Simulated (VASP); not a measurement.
Here is a VASP 6.6.1 calculation.

Contents of INCAR:

```
ALGO     = Normal         # electronic algorithm
EDIFF    = 1E-6           # SCF threshold, eV
ENCUT    = 520            # plane-wave cutoff, eV
ISIF     = 2              # what is computed and relaxed
ISMEAR   = 0              # smearing method
LASPH    = T              # aspherical terms in the spheres
LCHARG   = T              # write CHGCAR
LELF     = T              # ELF
LREAL    = F              # projectors in reciprocal space
LVHAR    = T            
LWAVE    = F              # write WAVECAR
NBANDS   = 35             # bands
NELM     = 100            # most SCF steps
PREC     = Accurate       # precision mode
SIGMA    = 0.05           # smearing width, eV
```

The input KPOINTS:

```
k-points
0
Gamma
  6 6 10
```

File POSCAR:

```
SnO2
1.0
    4.2781297468      0.0000000000      0.0000000000
    0.0000000000      4.5444329708      0.0000000000
    0.0000000000      0.0000000000      3.0697974045
Sn O
2 4
Direct
    0.5000000000      0.5000000000      0.5000000000
    0.0000000000      0.0000000000      0.0000000000
    0.2531764860      0.3542664165      0.0000000000
    0.7531764860      0.1457335835      0.5000000000
    0.2468235140      0.8542664165      0.5000000000
    0.7468235140      0.6457335835      0.0000000000
```

Potentials or basis: VASP PAW LDA potentials, release 64 (Sn_d, O).

Launch:

```bash
$ cat potpaw_LDA.64/Sn_d/POTCAR potpaw_LDA.64/O/POTCAR > POTCAR
$ mpirun -np 1 vasp_std > vasp.out
```

What does it give for the band gap on the k mesh?

3.33 eV (least direct gap 3.41 eV).

Estimate the largest force.

0.044 eV/Å.

What does it give for the pressure?

46.6 GPa.

Stress tensor (GPa, compression positive):
```
47.65  0.00  0.00
 0.00 45.94  0.00
 0.00  0.00 46.13
```

Caveat: the cell stands under pressure; spin-orbit coupling is left out, which moves the levels of the heavy elements. A k mesh can miss the band edges.
